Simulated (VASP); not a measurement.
Input of a VASP 6.6.1 run:

File INCAR:

```
PREC = Accurate ; ENCUT = 1000
EDIFF = 1E-6 ; ISMEAR = -1
SIGMA = 0.02 ; LREAL = F
LASPH = T ; NELM = 200
ALGO = Normal ; ISIF = 2
LWAVE = F ; LCHARG = F
ISPIN = 2 ; MAGMOM = 0.56 0.56 0.56 0.56 0.56 0.56 0.56 0.56 0.56 0.56 0.56 0.56
LORBIT = 11 ; GGA = PE
IVDW = 12 ; NBANDS = 52
GGA_COMPAT = F
```

File KPOINTS:

```
Automatic mesh
0
Gamma
  1 1 1
```

File POSCAR:

```
O
1.0
    6.0876040000      0.0000000000      0.0000000000
    0.0000000000      6.0876040000      0.0000000000
    0.0000000000      0.0000000000      6.0876040000
O
12
Direct
    0.3393617587      0.2823113987      0.4358857771
    0.2993460153      0.2327352436      0.2465173490
    0.8127171215      0.4257997071      0.1617220831
    0.6422066876      0.5263318705      0.1108482089
    0.8654308000      0.1806950649      0.6791670417
    0.9554169424      0.0929922511      0.8381458452
    0.6107821731      0.8253493493      0.6645635951
    0.4987676597      0.6812696752      0.5815095726
    0.1832412227      0.7108872391      0.9257336712
    0.1328108727      0.5313420518      0.8422032708
    0.9900118339      0.8558046811      0.3994510812
    0.8892004145      0.9278198779      0.2487513971
```

Potentials or basis: VASP PAW PBE potentials, release 64 (O_h).

Launch:

```console
$ cat potpaw_PBE.64/O_h/POTCAR > POTCAR
$ mpirun -np 1 vasp_gam > vasp.out
```

Problem. Estimate the dispersion energy per atom.

Solution. -0.042 eV.

Problem. Predict the site moments.

Solution. O +0.62 μB.

Problem. Predict the largest force.

Solution. 2.430 eV/Å.

Forces in eV/Å, atoms in the order of the input:
```
O    0.022 -0.059  0.158
O   -0.074 -0.115 -0.151
O   -1.513  0.817 -0.304
O    1.428 -0.796  0.344
O    0.460 -0.192  0.904
O   -0.441  0.546 -0.960
O   -0.302 -0.254 -0.026
O    0.187  0.185  0.013
O   -0.350 -1.587 -0.618
O    0.459  1.580  0.651
O    1.414 -1.016  1.695
O   -1.288  0.890 -1.706
```

Caveat: the k points lie up to 1.03 Å⁻¹ apart, too coarse for converged energies, forces and pressures.
